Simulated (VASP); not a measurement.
Write the native input for VASP 6.6.1 that does the following.

- Task: single point
- Functional: LDA
- Potentials or basis: VASP PAW LDA potentials, release 64 (Co, O)
- Cutoff: 520 eV
- k mesh: 10 × 10 × 5
- Occupations: fermi-dirac, width 0.05 eV
- Spin: collinear spin, ferromagnetic start
- Starting moments: [2.0, 2.0, 0.0, 0.0] μB
- Dipole correction: no
- Further INCAR settings: ALGO = Normal; EDIFF = 1e-06; NBANDS = 27

The structure of CoO lies in POSCAR:

```
CoO
1.0
    3.1323693509      0.0000000000      0.0000000000
   -1.5661846755      2.7127114320      0.0000000000
    0.0000000000      0.0000000000      5.1219713984
Co O
2 2
Direct
    0.3333333333      0.6666666667      0.5033624100
    0.0000000000      0.0000000000      0.0034741400
    0.3333333333      0.6666666667      0.8715556000
    0.0000000000      0.0000000000      0.3716088500
```

This cell differs from its parent crystal: volume scaled by 0.94.

The input as run:

INCAR

```
SYSTEM = CoO
PREC     = Accurate       ! precision mode
ENCUT    = 520            ! plane-wave cutoff, eV
EDIFF    = 1E-6           ! SCF threshold, eV
ISMEAR   = -1             ! smearing method
SIGMA    = 0.05           ! smearing width, eV
LREAL    = .FALSE.        ! projectors in reciprocal space
LASPH    = .TRUE.         ! aspherical terms in the spheres
NELM     = 150            ! most SCF steps
ALGO     = Normal         ! electronic algorithm
ISIF     = 2              ! what is computed and relaxed
LWAVE    = .FALSE.        ! write WAVECAR
LCHARG   = .TRUE.         ! write CHGCAR
ISPIN    = 2              ! spin polarisation
MAGMOM   = 2 2 0 0        ! initial moments
LORBIT   = 11             ! projections on sites
LMAXMIX  = 4              ! l up to which the mixer works
GGA      = CA             ! functional
LELF     = .TRUE.         ! ELF
LVHAR    = .TRUE.       
NBANDS   = 27             ! bands
```

KPOINTS

```
regular mesh
0
G
  10 10 5
  0 0 0
```

Potentials or basis: VASP PAW LDA potentials, release 64 (Co, O).

Launch:

```sh
$ cat potpaw_LDA.64/Co/POTCAR potpaw_LDA.64/O/POTCAR > POTCAR
$ mpirun -np 1 vasp_std > vasp.out
```

Results of the run:

```
Pressure                                              : -14.2 GPa
Largest force                                         : 0.154 eV/Å
Net moment                                            : 3.82 μB per cell
Site moments                                          : Co +1.67; O +0.18 μB
Valence electrons inside the program's atomic spheres : Co 8.15; O 4.95
```

It took 110 s on 1 thread of Intel(R) Xeon(R) Platinum 8259CL CPU @ 2.50GHz (Skylake/Cascade Lake) (shared host), peak memory 0.22 GiB.
